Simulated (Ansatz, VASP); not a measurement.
## AlCr2C: VASP beside Ansatz

```
Al Cr C
1.0
     2.82510    0.00000    0.00000
    -1.41255    2.44661    0.00000
     0.00000    0.00000   12.60137
Al Cr C
2 4 2
Direct
  0.66667 0.33333 0.25000
  0.33333 0.66667 0.75000
  0.33333 0.66667 0.41598
  0.66667 0.33333 0.91598
  0.66667 0.33333 0.58402
  0.33333 0.66667 0.08402
  0.00000 0.00000 0.50000
  0.00000 0.00000 0.00000
```

Alike in both runs: functional PBEsol; k mesh 12 × 12 × 4; occupations gaussian, width 0.1 eV; no spin polarisation.

Ansatz relaxed the structure, and its values are those at the end. VASP's run is a single point on that final structure, the one shown.

|  | VASP | Ansatz |
| --- | --- | --- |
| version | VASP 6.6.1 | Ansatz 0.2.0 |
| potentials or method | VASP PAW PBE potentials, release 64 (Al, Cr_pv, C), cutoff 520 eV | scalar-relativistic, plane waves, PAW |
| valence electrons in the cell | 62 | 70 |

VASP gave:

```
gap on the k mesh at the Fermi level (eV) : none
pressure (GPa)                            : -1.7
rms of the force components (eV/Å)        : 0.013
```

**Question.** What did Ansatz give for the same quantities?

**Answer.** gap on the k mesh at the Fermi level (eV): none; pressure (GPa): -1.9; rms of the force components (eV/Å): 0.001.

VASP's potentials were made for PBE, not for PBEsol. A gap of «none» marks a metal or a gap that the smearing closes. With one functional, cell and mesh, what is left measures potentials, basis and numerics. VASP's potentials hold 62 valence electrons a cell and Ansatz's 70, so a difference there can come from the potentials and not from the codes. Ansatz's warnings: stress scf threshold loose.
